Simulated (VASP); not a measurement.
# Hg (P6_3/mmc) in VASP: further runs

Hg is run at these levels: PBEsol; tasks: single point.

Everything below comes from runs of VASP 6.6.1. Logs are shortened: lines on timing, memory, paths and dates and some standing lists are left out, and cuts for length are marked.

## 1. The cell of the first run

Symmetry: P6_3/mmc, No. 194, hexagonal system. The conventional cell has a = 2.681 Å, b = 2.681 Å, c = 4.414 Å, α = 90.00°, β = 90.00°, γ = 120.00°. Within 3.5 Å of Hg (site symmetry -6m2) lie 12 Hg at 2.68 to 2.70 Å.

## 2. Single point, PBEsol (volume scaled by 0.58)

Contents of INCAR:

```
SYSTEM = Hg
PREC = Accurate ; ENCUT = 520
EDIFF = 1E-7 ; ISMEAR = -1
SIGMA = 0.08 ; LREAL = .False.
LASPH = .True. ; NELM = 60
ALGO = Normal ; ISIF = 2
LWAVE = .False. ; LCHARG = .True.
GGA = PS ; LELF = .True.
LVHAR = .True. ; NBANDS = 19
```

Contents of KPOINTS:

```
regular mesh
0
Gamma
  15 15 8
  0 0 0
```

Contents of POSCAR:

```
Hg
1.0
    2.6812780782      0.0000000000      0.0000000000
   -1.3406390391      2.3220549303      0.0000000000
    0.0000000000      0.0000000000      4.4137027243
Hg
2
Direct
    0.3333333333      0.6666666667      0.2500000000
    0.6666666667      0.3333333333      0.7500000000
```

Potentials or basis: VASP PAW PBE potentials, release 64 (Hg).

Run with:

```console
> cat potpaw_PBE.64/Hg/POTCAR > POTCAR
> mpirun -np 1 vasp_std > vasp.out
```

OUTCAR:

```text
SYSTEM = Hg
   PREC = Accurate
   ENCUT = 520
   EDIFF = 1E-7
   ISMEAR = -1
   LREAL = .False.
   LASPH = .True.
   NELM = 60
   ISIF = 2
   GGA = PS

 ion  position               nearest neighbor table
   1  0.333  0.667  0.250-   2 2.70   2 2.70   2 2.70   2 2.70   2 2.70   2 2.70   2 3.80   2 3.80
                             2 3.80   2 3.80   2 3.80   2 3.80
   2  0.667  0.333  0.750-   1 2.70   1 2.70   1 2.70   1 2.70   1 2.70   1 2.70   1 3.80   1 3.80
                             1 3.80   1 3.80   1 3.80   1 3.80

  LATTYP: Found a hexagonal cell.
 ALAT       =     2.6812780782
 C/A-ratio  =     1.6461189759

  Lattice vectors:

 A1 = (   2.6812780782,   0.0000000000,   0.0000000000)
 A2 = (  -1.3406390391,   2.3220549303,   0.0000000000)
 A3 = (   0.0000000000,   0.0000000000,   4.4137027243)

Analysis of symmetry for initial positions (statically):
=====================================================================
 Subroutine PRICEL returns:
 Original cell was already a primitive cell.

 Routine SETGRP: Setting up the symmetry group for a
 hexagonal supercell.

 Subroutine GETGRP returns: Found 24 space group operations
 (whereof 12 operations were pure point group operations)
 out of a pool of 24 trial point group operations.

The static configuration has the point symmetry D_3d.
 The point group associated with its full space group is D_6h.

Analysis of symmetry for dynamics (positions and initial velocities):
=====================================================================
 Subroutine PRICEL returns:
 Original cell was already a primitive cell.

 Routine SETGRP: Setting up the symmetry group for a
 hexagonal supercell.

 Subroutine GETGRP returns: Found 24 space group operations
 (whereof 12 operations were pure point group operations)
 out of a pool of 24 trial point group operations.

The dynamic configuration has the point symmetry D_3d.
 The point group associated with its full space group is D_6h.

 Subroutine INISYM returns: Found 24 space group operations
 (whereof 12 operations are pure point group operations),
 and found     1 'primitive' translations

----------------------------------------------------------------------------------------

                                     Primitive cell
[... 79 lines left out ...]
   NGX,Y,Z   is equivalent  to a cutoff of  12.40, 12.40, 13.56 a.u.
   NGXF,Y,Z  is equivalent  to a cutoff of  24.80, 24.80, 27.12 a.u.
 SYSTEM =  Hg
   PREC   = accura    normal or accurate (medium, high low for compatibility)
   ISTART =      0    job   : 0-new  1-cont  2-samecut
   ICHARG =      2    charge: 1-file 2-atom 10-const
   ISPIN  =      1    spin polarized calculation?
   LNONCOLLINEAR =      F non collinear calculations
   LSORBIT =      F    spin-orbit coupling
   LASPH  =      T    aspherical Exc in radial PAW
   ENCUT  =  520.0 eV  38.22 Ry    6.18 a.u.   4.99  4.99  8.21*2*pi/ulx,y,z
   NELM   =     60;   NELMIN=  2; NELMDL= -5     # of ELM steps
   EDIFF  = 0.1E-06   stopping-criterion for ELM
   LREAL  =      F    real-space projection
   EDIFFG = 0.1E-05   stopping-criterion for IOM
   NSW    =      0    number of steps for IOM
   IBRION =     -1    ionic relax: 0-MD 1-quasi-New 2-CG
   NFREE  =      0    steps in history (QN), initial steepest desc. (CG)
   ISIF   =      2    stress and relaxation
   ISYM   =      2    0-nonsym 1-usesym 2-fastsym
   POTIM  = 0.5000    time-step for ionic-motion
   TEBEG  =    0.0;   TEEND  =   0.0 temperature during run
   PSTRESS=    0.0 pullay stress
   NELECT =      24.0000    total number of electrons
   NUPDOWN=      -1.0000    fix difference up-down
   EMIN   =  10.00;   EMAX   =-10.00  energy-range for DOS
   EFERMI =   0.00;   METHOD = LEGACY
   ISMEAR =    -1;   SIGMA  =   0.08  broadening in eV -4-tet -1-fermi 0-gaus
   EFERMI_NEDOS =   21; number of points for ismear=-14 and -15
   IALGO  =     38    algorithm
   IMIX   =      4    mixing-type and parameters
     AMIX     =   0.40;   BMIX     =  1.00
     AMIX_MAG =   1.60;   BMIX_MAG =  1.00
  volume/ion in A,a.u.               =      13.74        92.72
  Fermi-wavevector in a.u.,A,eV,Ry     =   1.564850  2.957138 33.317350  2.448756
  Thomas-Fermi vector in A             =   2.667413
   LORBIT       =      0    0 simple, 1 ext, 2 COOP (PROOUT), +10 PAW based schemes
   GGA     = PS    functional components
   LHFCALC =     F    Hartree Fock is set to
   AEXX    =    0.0000 exact exchange contribution
   IVDW    =     0    specifies the selected vdW correction
   LEPSILON=     F    determine dielectric tensor
   LRPA    =     F    only Hartree local field effects (RPA)
 non-spin polarized calculation
  energy-cutoff  :      520.00
  volume of cell :       27.48
 maximum number of plane-waves:       762
 NGX is ok and might be reduce to    20
   NGX =  9   NGY =  9   NGZ = 17

 number of electron      24.0000000 magnetization

 Free energy of the ion-electron system (eV)
  ---------------------------------------------------
  ext. energy  EPLUGINS =         0.00000000
  ---------------------------------------------------
  free energy    TOTEN  =         3.08845052 eV

  energy without entropy =        3.09866943  energy(sigma->0) =        3.09355997

 E-fermi :   9.9900     XC(G=0): -14.2197

 val. band max:        9.9603405067   @ k =   0.2667   0.2000   0.1250
 cond. band min:       9.9942303823   @ k =   0.2667   0.1333   0.0000
 fundamental gap:      0.0338898756
 Fermi energy:         9.9899810722

 k-point     1 :       0.0000    0.0000    0.0000
  band No.  band energies     occupation
      1      -6.3744      2.00000
      2      -4.0952      2.00000
      3      -1.2336      2.00000
      4      -1.0243      2.00000
      5      -1.0243      2.00000
      6      -0.6101      2.00000
[... 505 lines left out ...]
      6      -0.8473      2.00000
[... 11 lines left out ...]
     18      21.3743      0.00000
     19      21.4224      0.00000

 [... further k-points ...]
[... 5 lines left out ...]
  --------------------------------------------------------------------------------------
  -------------------------------------------------------------------------------------
  Total       22.3982789     22.3982789     22.3410887      0.0000000      0.0000000      0.0000000
  in kB     1305.8936347   1305.8936347   1302.5592554      0.0000000      0.0000000      0.0000000
  external PRESSURE =    1304.7821749 kB  Pullay stress =       0.0000000 kB

 VOLUME and BASIS-vectors are now :
 -----------------------------------------------------------------------------
  energy-cutoff  :      520.00
  volume of cell :       27.48
      direct lattice vectors                 reciprocal lattice vectors
     2.681278078  0.000000000  0.000000000     0.372956467  0.215326517  0.000000000
    -1.340639039  2.322054930  0.000000000     0.000000000  0.430653034  0.000000000
     0.000000000  0.000000000  4.413702724     0.000000000  0.000000000  0.226567139

 POSITION                                       TOTAL-FORCE (eV/Angst)
 -----------------------------------------------------------------------------------
     -0.00000      1.54804      1.10343        -0.000000      0.000000      0.000000
      1.34064      0.77402      3.31028         0.000000     -0.000000      0.000000
 -----------------------------------------------------------------------------------
    total drift:                                0.000000     -0.000000      0.000000

  FREE ENERGIE OF THE ION-ELECTRON SYSTEM (eV)
  ---------------------------------------------------
  free  energy   TOTEN  =         3.0884505238 eV

  energy  without entropy=        3.0986694251  energy(sigma->0) =        3.09355997
```

OSZICAR:

```text
N       E                     dE             d eps       ncg     rms          rms(c)
DAV:   1     0.206658043353E+03    0.20666E+03   -0.13441E+04  5138   0.136E+03
DAV:   2     0.674251219052E+01   -0.19992E+03   -0.19321E+03  5334   0.366E+02
DAV:   3     0.287154283464E+01   -0.38710E+01   -0.38572E+01  5902   0.562E+01
DAV:   4     0.286464987080E+01   -0.68930E-02   -0.68922E-02  5617   0.221E+00
DAV:   5     0.286464243071E+01   -0.74401E-05   -0.74396E-05  5615   0.726E-02    0.308E+01
DAV:   6     0.302549359644E+01    0.16085E+00   -0.12077E-01  5604   0.446E+00    0.187E+01
DAV:   7     0.308511817605E+01    0.59625E-01   -0.71925E-02  5534   0.320E+00    0.664E-01
DAV:   8     0.308846977514E+01    0.33516E-02   -0.15584E-02  5444   0.162E+00    0.108E-01
DAV:   9     0.308845729695E+01   -0.12478E-04   -0.47983E-05  5781   0.674E-02    0.187E-02
DAV:  10     0.308845075274E+01   -0.65442E-05   -0.17359E-06  5576   0.125E-02    0.683E-03
DAV:  11     0.308845045140E+01   -0.30135E-06   -0.46521E-07  5706   0.744E-03    0.125E-03
DAV:  12     0.308845055407E+01    0.10268E-06   -0.91442E-09  2814   0.107E-03    0.607E-04
DAV:  13     0.308845052376E+01   -0.30309E-07   -0.34455E-09  2727   0.730E-04
   1 F= 0.30884505E+01 E0= 0.30935600E+01  d E =-.102189E-01
```

Run time: 63 s. Hardware: 1 thread of Intel Xeon Platinum 8259CL at 2.50GHz (Skylake/Cascade Lake), shared host; peak memory 0.18 GiB.

Results:

* Free energy: 3.0885 eV
* Pressure: 130.5 GPa
* Band gap on the k mesh: zero (band 12 reaches 10.67 eV, above the bottom of band 13 at 8.88 eV)

Caveat: the PAW data sets were made with another functional, which shifts forces and pressure a little; spin-orbit coupling is left out, which moves the levels of the heavy elements.

## 3. Single point, PBEsol (volume scaled by 0.58)

Contents of INCAR:

```
PREC = Accurate ; ENCUT = 520
EDIFF = 1E-6 ; ISMEAR = -1
SIGMA = 0.08 ; LREAL = False
LASPH = True ; NELM = 80
ALGO = Normal ; ISIF = 2
LWAVE = False ; LCHARG = False
GGA = PS ; NBANDS = 19
```

Contents of KPOINTS:

```
regular mesh
0
Gamma
  15 15 8
```

POSCAR is that of step 2.

Potentials or basis: VASP PAW PBE potentials, release 64 (Hg).

Run with:

```console
> cat potpaw_PBE.64/Hg/POTCAR > POTCAR
> mpirun -np 1 vasp_std > vasp.out
```

Run time: 55 s. Hardware: 1 thread of Intel Xeon Platinum 8259CL at 2.50GHz (Skylake/Cascade Lake), shared host; peak memory 0.18 GiB.

It converged, with:

```
Free energy            : 3.0885 eV
Pressure               : 130.5 GPa
Band gap on the k mesh : zero (band 12 reaches 10.67 eV, above the bottom of band 13 at 8.88 eV)
```

Stress tensor (GPa, compression positive):
```
130.58   0.00   0.00
  0.00 130.58   0.00
  0.00   0.00 130.25
```

Levels at points of the mesh, in eV from the Fermi level:
| k point | band 9 | band 10 | band 11 | band 12 | band 13 | band 14 | band 15 | band 16 |
| --- | --- | --- | --- | --- | --- | --- | --- | --- |
| (0.00, 0.00, 0.00) | -9.91 | -8.07 | -8.07 | -6.09 | -1.11 | 12.24 | 14.32 | 15.18 |
| (0.00, 0.00, 0.50) | -8.66 | -8.66 | -8.66 | -8.66 | 8.32 | 8.32 | 12.75 | 12.75 |

Caveat: the PAW data sets were made with another functional, which shifts forces and pressure a little; spin-orbit coupling is left out, which moves the levels of the heavy elements.

[end of part 1 of 2]
